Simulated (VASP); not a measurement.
# CoSi2 (R-3m) in VASP: electric field gradients with PBE

Aim: the electric field gradients of CoSi2 with PBE.

Program: VASP 6.6.1. These are calculated values, not measurements. Logs are shortened: lines on timing, memory, paths and dates and some standing lists are left out, and cuts for length are marked.

## (1) The cell of the first run

It takes space group R-3m (No. 166, trigonal). The conventional cell has a = 3.775 Å, b = 3.775 Å, c = 9.385 Å, α = 90.00°, β = 90.00°, γ = 120.00°. Co (site symmetry -3m) has 8 Si at 2.32 to 2.35 Å within 3.1 Å. Si (site symmetry 3m) has 4 Co at 2.32 to 2.35 Å and 6 Si at 2.68 Å within 3.1 Å.

## (2) Electric field gradients, PBE, collinear spin, ferromagnetic start (equal xy, yz and zx shear strains of +1 %)

Contents of INCAR:

```
ALGO     = Normal         # electronic algorithm
EDIFF    = 1E-8           # SCF threshold, eV
ENCUT    = 520            # plane-wave cutoff, eV
GGA      = PE             # functional
ISIF     = 2              # what is computed and relaxed
ISMEAR   = -1             # smearing method
ISPIN    = 2              # spin polarisation
LASPH    = T              # aspherical terms in the spheres
LCHARG   = F              # write CHGCAR
LEFG     = T            
LMAXMIX  = 4              # l up to which the mixer works
LORBIT   = 11             # projections on sites
LREAL    = F              # projectors in reciprocal space
LWAVE    = F              # write WAVECAR
MAGMOM   = 2 0 0          # initial moments
NBANDS   = 20             # bands
NELM     = 150            # most SCF steps
PREC     = Accurate       # precision mode
SIGMA    = 0.05           # smearing width, eV
```

Contents of KPOINTS:

```
k-points
0
Gamma
  11 11 11
```

Contents of POSCAR:

```
CoSi2
1.0
    0.0268250000      2.6959125000      2.6959125000
    2.6959125000      0.0268250000      2.6959125000
    2.6959125000      2.6959125000      0.0268250000
Co Si
1 2
Direct
    0.0000000000      0.0000000000      0.0000000000
    0.2500000000      0.2500000000      0.2500000000
    0.7500000000      0.7500000000      0.7500000000
```

Potentials or basis: VASP PAW PBE potentials, release 64 (Co, Si).

Launch:

```sh
cat potpaw_PBE.64/Co/POTCAR potpaw_PBE.64/Si/POTCAR > POTCAR
mpirun -np 1 vasp_std > vasp.out
```

OUTCAR:

```text
EDIFF = 1E-8
   ENCUT = 520
   GGA = PE
   ISIF = 2
   ISMEAR = -1
   ISPIN = 2
   LASPH = T
   LORBIT = 11
   LREAL = F
   NELM = 150
   PREC = Accurate

 ion  position               nearest neighbor table
   1  0.000  0.000  0.000-   3 2.32   3 2.32   3 2.32   2 2.32   2 2.32   2 2.32   3 2.35   2 2.35

   2  0.250  0.250  0.250-   1 2.32   1 2.32   1 2.32   1 2.35   3 2.68   3 2.68   3 2.68   3 2.68
                             3 2.68   3 2.68
   3  0.750  0.750  0.750-   1 2.32   1 2.32   1 2.32   1 2.35   2 2.68   2 2.68   2 2.68   2 2.68
                             2 2.68   2 2.68

  LATTYP: Found a trigonal (rhomboedric) cell.
 ALAT       =     3.8126903882
 COS(alpha) =     0.5099250056

  Lattice vectors:

 A1 = (   0.0268250000,   2.6959125000,   2.6959125000)
 A2 = (   2.6959125000,   0.0268250000,   2.6959125000)
 A3 = (   2.6959125000,   2.6959125000,   0.0268250000)

Analysis of symmetry for initial positions (statically):
=====================================================================
 Subroutine PRICEL returns:
 Original cell was already a primitive cell.

 Routine SETGRP: Setting up the symmetry group for a
 trigonal (rhombohedral) supercell.

 Subroutine GETGRP returns: Found 12 space group operations
 (whereof 12 operations were pure point group operations)
 out of a pool of 12 trial point group operations.

The static configuration has the point symmetry D_3d.

Analysis of symmetry for dynamics (positions and initial velocities):
=====================================================================
 Subroutine PRICEL returns:
 Original cell was already a primitive cell.

 Routine SETGRP: Setting up the symmetry group for a
 trigonal (rhombohedral) supercell.

 Subroutine GETGRP returns: Found 12 space group operations
 (whereof 12 operations were pure point group operations)
 out of a pool of 12 trial point group operations.

The dynamic configuration has the point symmetry D_3d.

Analysis of structural, dynamic, and magnetic symmetry:
=====================================================================
 Subroutine PRICEL returns:
 Original cell was already a primitive cell.

 Routine SETGRP: Setting up the symmetry group for a
 trigonal (rhombohedral) supercell.

 Subroutine GETGRP returns: Found 12 space group operations
 (whereof 12 operations were pure point group operations)
 out of a pool of 12 trial point group operations.

The overall configuration has the point symmetry D_3d.

 Subroutine INISYM returns: Found 12 space group operations
 (whereof 12 operations are pure point group operations),
 and found     1 'primitive' translations

----------------------------------------------------------------------------------------

                                     Primitive cell

  volume of cell :      38.6026

  direct lattice vectors                    reciprocal lattice vectors
     0.026825000  2.695912500  2.695912500    -0.188257315  0.186402564  0.186402564
     2.695912500  0.026825000  2.695912500     0.186402564 -0.188257315  0.186402564
     2.695912500  2.695912500  0.026825000     0.186402564  0.186402564 -0.188257315

  length of vectors
     3.812690388  3.812690388  3.812690388     0.323933092  0.323933092  0.323933092

  position of ions in fractional coordinates (direct lattice)
     0.000000000  0.000000000  0.000000000
     0.250000000  0.250000000  0.250000000
     0.750000000  0.750000000  0.750000000

  ion indices of the primitive-cell ions
   primitive index   ion index
                 1           1
                 2           2
                 3           3

----------------------------------------------------------------------------------------

 KPOINTS: k-points

Automatic generation of k-mesh.
 Grid dimensions read from file:
 generate k-points for:   11   11   11

 Generating k-lattice:

  Cartesian coordinates                     Fractional coordinates (reciprocal lattice)
    -0.017114301  0.016945688  0.016945688     0.090909091 -0.000000000 -0.000000000
     0.016945688 -0.017114301  0.016945688    -0.000000000  0.090909091 -0.000000000
     0.016945688  0.016945688 -0.017114301    -0.000000000 -0.000000000  0.090909091

  Length of vectors
     0.029448463  0.029448463  0.029448463

  Shift w.r.t. Gamma in fractional coordinates (k-lattice)
     0.000000000  0.000000000  0.000000000

 Subroutine IBZKPT returns following result:
 ===========================================

 Found    146 irreducible k-points:

 Following reciprocal coordinates:
            Coordinates               Weight
  0.000000  0.000000  0.000000      1.000000
  0.090909 -0.000000 -0.000000      6.000000
  0.181818 -0.000000 -0.000000      6.000000
  0.272727  0.000000 -0.000000      6.000000
  0.363636  0.000000  0.000000      6.000000
  0.454545  0.000000  0.000000      6.000000
[... 16 lines left out ...]
 -0.272727  0.181818  0.000000     12.000000
 -0.181818  0.181818  0.000000      6.000000
 [... further k-points ...]
   k-points           NKPTS =    146   k-points in BZ     NKDIM =    146   number of bands    NBANDS=     20
   number of dos      NEDOS =    301   number of ions     NIONS =      3
   total plane-waves  NPLWV =  21952
   dimension x,y,z NGX =    28 NGY =   28 NGZ =   28
   dimension x,y,z NGXF=    56 NGYF=   56 NGZF=   56
   ions per type =               1   2
   NGX,Y,Z   is equivalent  to a cutoff of  12.21, 12.21, 12.21 a.u.
   NGXF,Y,Z  is equivalent  to a cutoff of  24.42, 24.42, 24.42 a.u.
 SYSTEM =  unknown system
   PREC   = accura    normal or accurate (medium, high low for compatibility)
   ISTART =      0    job   : 0-new  1-cont  2-samecut
   ICHARG =      2    charge: 1-file 2-atom 10-const
   ISPIN  =      2    spin polarized calculation?
   LNONCOLLINEAR =      F non collinear calculations
   LSORBIT =      F    spin-orbit coupling
   LASPH  =      T    aspherical Exc in radial PAW
   ENCUT  =  520.0 eV  38.22 Ry    6.18 a.u.   7.09  7.09  7.09*2*pi/ulx,y,z
   NELM   =    150;   NELMIN=  2; NELMDL= -5     # of ELM steps
   EDIFF  = 0.1E-07   stopping-criterion for ELM
   LREAL  =      F    real-space projection
   EDIFFG = 0.1E-06   stopping-criterion for IOM
   NSW    =      0    number of steps for IOM
   IBRION =     -1    ionic relax: 0-MD 1-quasi-New 2-CG
   NFREE  =      0    steps in history (QN), initial steepest desc. (CG)
   ISIF   =      2    stress and relaxation
   ISYM   =      2    0-nonsym 1-usesym 2-fastsym
   POTIM  = 0.5000    time-step for ionic-motion
   TEBEG  =    0.0;   TEEND  =   0.0 temperature during run
   PSTRESS=    0.0 pullay stress
   NELECT =      17.0000    total number of electrons
   NUPDOWN=      -1.0000    fix difference up-down
   EMIN   =  10.00;   EMAX   =-10.00  energy-range for DOS
   EFERMI =   0.00;   METHOD = LEGACY
   ISMEAR =    -1;   SIGMA  =   0.05  broadening in eV -4-tet -1-fermi 0-gaus
   EFERMI_NEDOS =   21; number of points for ismear=-14 and -15
   IALGO  =     38    algorithm
   IMIX   =      4    mixing-type and parameters
     AMIX     =   0.40;   BMIX     =  1.00
     AMIX_MAG =   1.60;   BMIX_MAG =  1.00
  volume/ion in A,a.u.               =      12.87        86.83
  Fermi-wavevector in a.u.,A,eV,Ry     =   1.245524  2.353700 21.107139  1.551331
  Thomas-Fermi vector in A             =   2.379743
   LORBIT       =     11    0 simple, 1 ext, 2 COOP (PROOUT), +10 PAW based schemes
   GGA     = PE    functional components
   LHFCALC =     F    Hartree Fock is set to
   AEXX    =    0.0000 exact exchange contribution
   IVDW    =     0    specifies the selected vdW correction
   LEPSILON=     F    determine dielectric tensor
   LRPA    =     F    only Hartree local field effects (RPA)
 spin polarized calculation
  energy-cutoff  :      520.00
  volume of cell :       38.60
 maximum number of plane-waves:      1051
   NGX = 15   NGY = 15   NGZ = 15

 number of electron      16.9999995 magnetization      -0.0000041

 number of electron      16.9999995 magnetization       0.0000001

 Free energy of the ion-electron system (eV)
  ---------------------------------------------------
  ext. energy  EPLUGINS =         0.00000000
  ---------------------------------------------------
  free energy    TOTEN  =       -19.29453340 eV

  energy without entropy =      -19.28619951  energy(sigma->0) =      -19.29036645

 E-fermi :  10.0236     XC(G=0): -11.7237

 val. band max:       10.0225008593   @ k =   0.1818  -0.0000  -0.0000
 cond. band min:      10.0400520386   @ k =   0.3636   0.1818  -0.0000
 fundamental gap:      0.0175511793
 Fermi energy:        10.0235762137

 spin component 1

 k-point     1 :       0.0000    0.0000    0.0000
  band No.  band energies     occupation
      1      -3.0602      1.00000
      2       5.9316      1.00000
      3       5.9886      1.00000
      4       5.9886      1.00000
      5       8.1344      1.00000
      6       8.1344      1.00000
[... 541 lines left out ...]
     19      24.3610      0.00000
     20      26.2011      0.00000

 [... further k-points ...]

 spin component 2

 k-point     1 :       0.0000    0.0000    0.0000
  band No.  band energies     occupation
      1      -3.0602      1.00000
      2       5.9316      1.00000
      3       5.9886      1.00000
      4       5.9886      1.00000
      5       8.1344      1.00000
      6       8.1344      1.00000
[... 541 lines left out ...]
     19      24.3610      0.00000
     20      26.2011      0.00000

 [... further k-points ...]

------------------------ aborting loop because EDIFF is reached ----------------------------------------

  FORCE on cell =-STRESS in cart. coord.  units (eV):
  Direction    XX          YY          ZZ          XY          YZ          ZX
  --------------------------------------------------------------------------------------
  -------------------------------------------------------------------------------------
  Total       -0.1522042     -0.1522042     -0.1522042     -0.3504053     -0.3504053     -0.3504053
  in kB       -6.3171416     -6.3171416     -6.3171416    -14.5433531    -14.5433531    -14.5433531
  external PRESSURE =      -6.3171416 kB  Pullay stress =       0.0000000 kB

 VOLUME and BASIS-vectors are now :
 -----------------------------------------------------------------------------
  energy-cutoff  :      520.00
  volume of cell :       38.60
      direct lattice vectors                 reciprocal lattice vectors
     0.026825000  2.695912500  2.695912500    -0.188257315  0.186402564  0.186402564
     2.695912500  0.026825000  2.695912500     0.186402564 -0.188257315  0.186402564
     2.695912500  2.695912500  0.026825000     0.186402564  0.186402564 -0.188257315

 POSITION                                       TOTAL-FORCE (eV/Angst)
 -----------------------------------------------------------------------------------
      0.00000      0.00000      0.00000         0.000000     -0.000000      0.000000
      1.35466      1.35466      1.35466        -0.085397     -0.085397     -0.085397
      4.06399      4.06399      4.06399         0.085397      0.085397      0.085397
 -----------------------------------------------------------------------------------
    total drift:                               -0.000000     -0.000000      0.000000

  FREE ENERGIE OF THE ION-ELECTRON SYSTEM (eV)
  ---------------------------------------------------
  free  energy   TOTEN  =       -19.2945334005 eV

  energy  without entropy=      -19.2861995052  energy(sigma->0) =      -19.29036645

 Electric field gradients (V/A^2)
---------------------------------------------------------------------
 ion       V_xx      V_yy      V_zz      V_xy      V_xz      V_yz
---------------------------------------------------------------------
   1       0.000    -0.000     0.000     3.532     3.532     3.532
   2       0.000    -0.000     0.000     1.550     1.550     1.550
   3      -0.000    -0.000     0.000     1.550     1.550     1.550
---------------------------------------------------------------------

 Electric field gradients after diagonalization (V/A^2)
 (convention: |V_zz| > |V_xx| > |V_yy|)
----------------------------------------------------------------------
 ion       V_xx      V_yy      V_zz     asymmetry (V_yy - V_xx)/ V_zz
----------------------------------------------------------------------
   1      -3.532    -3.532     7.064       0.000
   2      -1.550    -1.550     3.100       0.000
   3      -1.550    -1.550     3.100       0.000
----------------------------------------------------------------------

           NMR quadrupolar parameters

 Cq : quadrupolar parameter    Cq=e*Q*V_zz/h
 eta: asymmetry parameters     (V_yy - V_xx)/ V_zz
 Q  : nuclear electric quadrupole moment in mb (millibarn)
----------------------------------------------------------------------
 ion       Cq(MHz)       eta       Q (mb)
----------------------------------------------------------------------
   1       0.017       0.000       1.000
   2       0.007       0.000       1.000
   3       0.007       0.000       1.000
----------------------------------------------------------------------

 total charge

# of ion       s       p       d       tot
------------------------------------------
    1        0.538   0.714   7.590   8.842
    2        0.717   0.870   0.000   1.587
    3        0.717   0.870   0.000   1.587
--------------------------------------------------
tot          1.972   2.454   7.590  12.016

 magnetization (x)

# of ion       s       p       d       tot
------------------------------------------
    1       -0.000  -0.000  -0.000  -0.000
    2        0.000   0.000   0.000   0.000
    3        0.000   0.000   0.000   0.000
--------------------------------------------------
tot          0.000   0.000  -0.000  -0.000
```

Run time: 5.4 min. Hardware: 1 thread of Oxide Virtual Turin-like, shared host; peak memory 0.26 GiB.

Results:

```yaml
Free_energy: -19.2945 eV
Pressure: -0.6 GPa
Largest_force: 0.148 eV/Å
Net_moment: 0.00 μB per cell
Largest_electric_field_gradient_by_atom: Co +7.1; Si +3.1 V/Å²
Valence_electrons_inside_the_program's_atomic_spheres: Co 8.84; Si 1.59
```

Forces in eV/Å, atoms in the order of the input:
```
Co   0.000  0.000  0.000
Si  -0.085 -0.085 -0.085
Si   0.085  0.085  0.085
```

Electric field gradients, principal values (V/Å²):
```csv
atom,least,middle,greatest (by size)
1 Co,-3.532,-3.532,7.064
2 Si,-1.550,-1.550,3.100
3 Si,-1.550,-1.550,3.100
```

Caveat: the cell differs from its parent crystal (equal xy, yz and zx shear strains of +1 %); the moments typed at the start vanished in this run; without QUAD_EFG the Cq values of the log hold for a quadrupole moment of 1 mb, not for the nuclei.
